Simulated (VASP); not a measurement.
# InP in VASP: further runs

The runs below take InP through electric field gradients, with PBE.

Everything below comes from runs of VASP 6.6.1. Logs are shortened: lines on timing, memory, paths and dates and some standing lists are left out, and cuts for length are marked.

**1. The cell of the first run**

It takes space group F-43m (No. 216, cubic). The conventional cell has a = 5.861 Å, b = 5.861 Å, c = 5.861 Å, α = 90.00°, β = 90.00°, γ = 90.00°. Within 3.3 Å of In (site symmetry -43m) lie 4 P at 2.54 Å. P (site symmetry -43m) has 4 In at 2.54 Å within 3.3 Å.

**2. Electric field gradients, PBE**

Contents of INCAR:

```
ALGO     = Normal         # electronic algorithm
EDIFF    = 1E-8           # SCF threshold, eV
ENCUT    = 520            # plane-wave cutoff, eV
GGA      = PE             # functional
ISIF     = 2              # what is computed and relaxed
ISMEAR   = -1             # smearing method
LASPH    = True           # aspherical terms in the spheres
LCHARG   = False          # write CHGCAR
LEFG     = True         
LREAL    = False          # projectors in reciprocal space
LWAVE    = False          # write WAVECAR
NBANDS   = 16             # bands
NELM     = 80             # most SCF steps
PREC     = Accurate       # precision mode
SIGMA    = 0.03           # smearing width, eV
```

Contents of KPOINTS:

```
k-points
0
Gamma
  15 15 15
```

Contents of POSCAR:

```
InP
1.0
    0.0000000000      2.9305000000      2.9305000000
    2.9305000000      0.0000000000      2.9305000000
    2.9305000000      2.9305000000      0.0000000000
In P
1 1
Direct
    0.0000000000      0.0000000000      0.0000000000
    0.7500000000      0.7500000000      0.7500000000
```

Potentials or basis: VASP PAW PBE potentials, release 64 (In_d, P).

The run is started by

```bash
cat potpaw_PBE.64/In_d/POTCAR potpaw_PBE.64/P/POTCAR > POTCAR
mpirun -np 1 vasp_std > vasp.out
```

OUTCAR:

```text
EDIFF = 1E-8
   ENCUT = 520
   GGA = PE
   ISIF = 2
   ISMEAR = -1
   LASPH = True
   LREAL = False
   NELM = 80
   PREC = Accurate

 ion  position               nearest neighbor table
   1  0.000  0.000  0.000-   2 2.54   2 2.54   2 2.54   2 2.54
   2  0.750  0.750  0.750-   1 2.54   1 2.54   1 2.54   1 2.54

  LATTYP: Found a face centered cubic cell.
 ALAT       =     5.8610000000

  Lattice vectors:

 A1 = (   0.0000000000,   2.9305000000,   2.9305000000)
 A2 = (   2.9305000000,   0.0000000000,   2.9305000000)
 A3 = (   2.9305000000,   2.9305000000,   0.0000000000)

Analysis of symmetry for initial positions (statically):
=====================================================================
 Subroutine PRICEL returns:
 Original cell was already a primitive cell.

 Routine SETGRP: Setting up the symmetry group for a
 face centered cubic supercell.

 Subroutine GETGRP returns: Found 24 space group operations
 (whereof 24 operations were pure point group operations)
 out of a pool of 48 trial point group operations.

The static configuration has the point symmetry T_d .

Analysis of symmetry for dynamics (positions and initial velocities):
=====================================================================
 Subroutine PRICEL returns:
 Original cell was already a primitive cell.

 Routine SETGRP: Setting up the symmetry group for a
 face centered cubic supercell.

 Subroutine GETGRP returns: Found 24 space group operations
 (whereof 24 operations were pure point group operations)
 out of a pool of 48 trial point group operations.

The dynamic configuration has the point symmetry T_d .

 Subroutine INISYM returns: Found 24 space group operations
 (whereof 24 operations are pure point group operations),
 and found     1 'primitive' translations

----------------------------------------------------------------------------------------

                                     Primitive cell

  volume of cell :      50.3333

  direct lattice vectors                    reciprocal lattice vectors
     0.000000000  2.930500000  2.930500000    -0.170619348  0.170619348  0.170619348
     2.930500000  0.000000000  2.930500000     0.170619348 -0.170619348  0.170619348
     2.930500000  2.930500000  0.000000000     0.170619348  0.170619348 -0.170619348
[... 115 lines left out ...]
 non-spin polarized calculation
  energy-cutoff  :      520.00
  volume of cell :       50.33
 maximum number of plane-waves:      1375
   NGX = 15   NGY = 15   NGZ = 15

 number of electron      18.0000005 magnetization

 Free energy of the ion-electron system (eV)
  ---------------------------------------------------
  ext. energy  EPLUGINS =         0.00000000
  ---------------------------------------------------
  free energy    TOTEN  =        -8.38293813 eV

  energy without entropy =       -8.38293812  energy(sigma->0) =       -8.38293813

 E-fermi :   5.5732     XC(G=0):  -9.2833

 val. band max:        5.1877662006   @ k =   0.0000   0.0000   0.0000
 cond. band min:       5.9003949879   @ k =   0.0000   0.0000   0.0000
 fundamental gap:      0.7126287873
 Fermi energy:         5.5732114442

 k-point     1 :       0.0000    0.0000    0.0000
  band No.  band energies     occupation
      1      -8.9964      2.00000
      2      -8.9964      2.00000
      3      -8.9964      2.00000
      4      -8.8442      2.00000
      5      -8.8442      2.00000
      6      -6.3293      2.00000
[... 433 lines left out ...]
      3      -8.9709      2.00000
      4      -8.8542      2.00000
      5      -8.8357      2.00000
      6      -5.8816      2.00000
[... 8 lines left out ...]
     15      14.7455      0.00000
     16      15.6766      0.00000

 [... further k-points ...]
[... 5 lines left out ...]
  --------------------------------------------------------------------------------------
  -------------------------------------------------------------------------------------
  Total        1.0340928      1.0340928      1.0340928      0.0000000      0.0000000      0.0000000
  in kB       32.9165956     32.9165956     32.9165956      0.0000000      0.0000000      0.0000000
  external PRESSURE =      32.9165956 kB  Pullay stress =       0.0000000 kB

 VOLUME and BASIS-vectors are now :
 -----------------------------------------------------------------------------
  energy-cutoff  :      520.00
  volume of cell :       50.33
      direct lattice vectors                 reciprocal lattice vectors
     0.000000000  2.930500000  2.930500000    -0.170619348  0.170619348  0.170619348
     2.930500000  0.000000000  2.930500000     0.170619348 -0.170619348  0.170619348
     2.930500000  2.930500000  0.000000000     0.170619348  0.170619348 -0.170619348

 POSITION                                       TOTAL-FORCE (eV/Angst)
 -----------------------------------------------------------------------------------
      0.00000      0.00000      0.00000        -0.000000     -0.000000     -0.000000
      4.39575      4.39575      4.39575         0.000000      0.000000      0.000000
 -----------------------------------------------------------------------------------
    total drift:                                0.000000      0.000000      0.000000

  FREE ENERGIE OF THE ION-ELECTRON SYSTEM (eV)
  ---------------------------------------------------
  free  energy   TOTEN  =        -8.3829381307 eV

  energy  without entropy=       -8.3829381219  energy(sigma->0) =       -8.38293813

 Electric field gradients (V/A^2)
---------------------------------------------------------------------
 ion       V_xx      V_yy      V_zz      V_xy      V_xz      V_yz
---------------------------------------------------------------------
   1      -0.000    -0.000    -0.000     0.002     0.002     0.002
   2      -0.000     0.000     0.000    -0.000    -0.000    -0.000
---------------------------------------------------------------------

 Electric field gradients after diagonalization (V/A^2)
 (convention: |V_zz| > |V_xx| > |V_yy|)
----------------------------------------------------------------------
 ion       V_xx      V_yy      V_zz     asymmetry (V_yy - V_xx)/ V_zz
----------------------------------------------------------------------
   1      -0.002    -0.002     0.005       0.000
   2       0.000     0.000    -0.001       0.000
----------------------------------------------------------------------

           NMR quadrupolar parameters

 Cq : quadrupolar parameter    Cq=e*Q*V_zz/h
 eta: asymmetry parameters     (V_yy - V_xx)/ V_zz
 Q  : nuclear electric quadrupole moment in mb (millibarn)
----------------------------------------------------------------------
 ion       Cq(MHz)       eta       Q (mb)
----------------------------------------------------------------------
   1       0.000       0.000       1.000
   2      -0.000       0.000       1.000
----------------------------------------------------------------------
```

Run time: 48 s. Hardware: 1 thread of Intel Xeon 6975P-C (Granite Rapids), shared host; peak memory 0.23 GiB.

Results:

- Free energy: -8.3829 eV
- Pressure: 3.3 GPa
- Band gap on the k mesh: 0.71 eV, direct

Caveat: without QUAD_EFG the Cq values of the log hold for a quadrupole moment of 1 mb, not for the nuclei; spin-orbit coupling is left out, which moves the levels of the heavy elements. A hybrid or GW would open this gap; PBE tends to underestimate it.

**3. Electric field gradients, PBE (z stretched by +3 % at fixed volume)**

Contents of INCAR:

```
ALGO = Normal
EDIFF = 1E-8
ENCUT = 520
GGA = PE
ISIF = 2
ISMEAR = -1
LASPH = T
LCHARG = F
LEFG = T
LREAL = F
LWAVE = F
NBANDS = 16
NELM = 80
PREC = Accurate
SIGMA = 0.03
```

Contents of KPOINTS:

```
k-points
0
Gamma
  11 11 11
```

Contents of POSCAR:

```
InP
1.0
    0.0000000000      2.8875074498      3.0184150000
    2.8875074498      0.0000000000      3.0184150000
    2.8875074498      2.8875074498      0.0000000000
In P
1 1
Direct
    0.0000000000      0.0000000000      0.0000000000
    0.7500000000      0.7500000000      0.7500000000
```

Potentials or basis: VASP PAW PBE potentials, release 64 (In_d, P).

The run is started by

```bash
cat potpaw_PBE.64/In_d/POTCAR potpaw_PBE.64/P/POTCAR > POTCAR
mpirun -np 1 vasp_std > vasp.out
```

OUTCAR:

```text
EDIFF = 1E-8
   ENCUT = 520
   GGA = PE
   ISIF = 2
   ISMEAR = -1
   LASPH = T
   LREAL = F
   NELM = 80
   PREC = Accurate

 ion  position               nearest neighbor table
   1  0.000  0.000  0.000-   2 2.54   2 2.54   2 2.54   2 2.54
   2  0.750  0.750  0.750-   1 2.54   1 2.54   1 2.54   1 2.54

  LATTYP: Found a body centered tetragonal cell.
 ALAT       =     4.0835521970
 C/A-ratio  =     1.4783281097

  Lattice vectors:

 A1 = (  -2.8875074498,   0.0000000000,   3.0184150000)
[... 668 lines left out ...]
  ---------------------------------------------------
  free  energy   TOTEN  =        -8.3740309483 eV

  energy  without entropy=       -8.3740309007  energy(sigma->0) =       -8.37403092

 Electric field gradients (V/A^2)
---------------------------------------------------------------------
 ion       V_xx      V_yy      V_zz      V_xy      V_xz      V_yz
---------------------------------------------------------------------
   1       7.757     7.757   -15.514    -0.001     0.001     0.001
   2      -2.906    -2.906     5.811     0.000    -0.000    -0.000
---------------------------------------------------------------------

 Electric field gradients after diagonalization (V/A^2)
 (convention: |V_zz| > |V_xx| > |V_yy|)
----------------------------------------------------------------------
 ion       V_xx      V_yy      V_zz     asymmetry (V_yy - V_xx)/ V_zz
----------------------------------------------------------------------
   1       7.757     7.756   -15.514       0.000
   2      -2.906    -2.905     5.811       0.000
----------------------------------------------------------------------

           NMR quadrupolar parameters

 Cq : quadrupolar parameter    Cq=e*Q*V_zz/h
 eta: asymmetry parameters     (V_yy - V_xx)/ V_zz
 Q  : nuclear electric quadrupole moment in mb (millibarn)
----------------------------------------------------------------------
 ion       Cq(MHz)       eta       Q (mb)
----------------------------------------------------------------------
   1      -0.038       0.000       1.000
   2       0.014       0.000       1.000
----------------------------------------------------------------------
```

OSZICAR:

```text
N       E                     dE             d eps       ncg     rms          rms(c)
DAV:   1     0.112689763117E+03    0.11269E+03   -0.84327E+03  4040   0.125E+03
DAV:   2    -0.112460071252E+01   -0.11381E+03   -0.10885E+03  4544   0.301E+02
DAV:   3    -0.858795523156E+01   -0.74634E+01   -0.74251E+01  5288   0.753E+01
DAV:   4    -0.878670082102E+01   -0.19875E+00   -0.19869E+00  5160   0.132E+01
DAV:   5    -0.879633441509E+01   -0.96336E-02   -0.96334E-02  6144   0.251E+00    0.569E+00
DAV:   6    -0.840217846762E+01    0.39416E+00   -0.62198E-01  6536   0.129E+01    0.342E+00
DAV:   7    -0.837288121625E+01    0.29297E-01   -0.16222E-01  5856   0.321E+00    0.126E+00
DAV:   8    -0.837319945037E+01   -0.31823E-03   -0.15710E-02  5096   0.148E+00    0.333E-01
DAV:   9    -0.837381383801E+01   -0.61439E-03   -0.13336E-03  5208   0.390E-01    0.158E-01
DAV:  10    -0.837395709135E+01   -0.14325E-03   -0.24750E-04  6296   0.207E-01    0.105E-01
DAV:  11    -0.837403077888E+01   -0.73688E-04   -0.11091E-04  4912   0.915E-02    0.411E-02
DAV:  12    -0.837403039585E+01    0.38303E-06   -0.80627E-06  5000   0.305E-02    0.124E-02
DAV:  13    -0.837403075969E+01   -0.36384E-06   -0.14152E-06  5216   0.604E-03    0.985E-03
DAV:  14    -0.837403091869E+01   -0.15901E-06   -0.21142E-07  5288   0.452E-03    0.192E-03
DAV:  15    -0.837403093971E+01   -0.21018E-07   -0.11371E-08  4448   0.925E-04    0.133E-03
DAV:  16    -0.837403094828E+01   -0.85754E-08   -0.35538E-09  4048   0.629E-04
   1 F= -.83740309E+01 E0= -.83740309E+01  d E =-.475372E-07
```

It took 49 s on 1 thread of Intel Xeon 6975P-C (Granite Rapids), shared host; peak memory 0.24 GiB.

Results:

- Free energy: -8.3740 eV
- Pressure: 3.2 GPa
- Band gap on the k mesh: 0.63 eV, direct

Stress tensor (GPa, compression positive):
```
3.88 0.00 0.00
0.00 3.88 0.00
0.00 0.00 1.95
```

Electric field gradients, principal values (V/Å²):
| atom | least | middle | greatest (by size) |
| --- | --- | --- | --- |
| 1 In | 7.756 | 7.757 | -15.514 |
| 2 P | -2.905 | -2.906 | 5.811 |

Caveat: without QUAD_EFG the Cq values of the log hold for a quadrupole moment of 1 mb, not for the nuclei; spin-orbit coupling is left out, which moves the levels of the heavy elements.
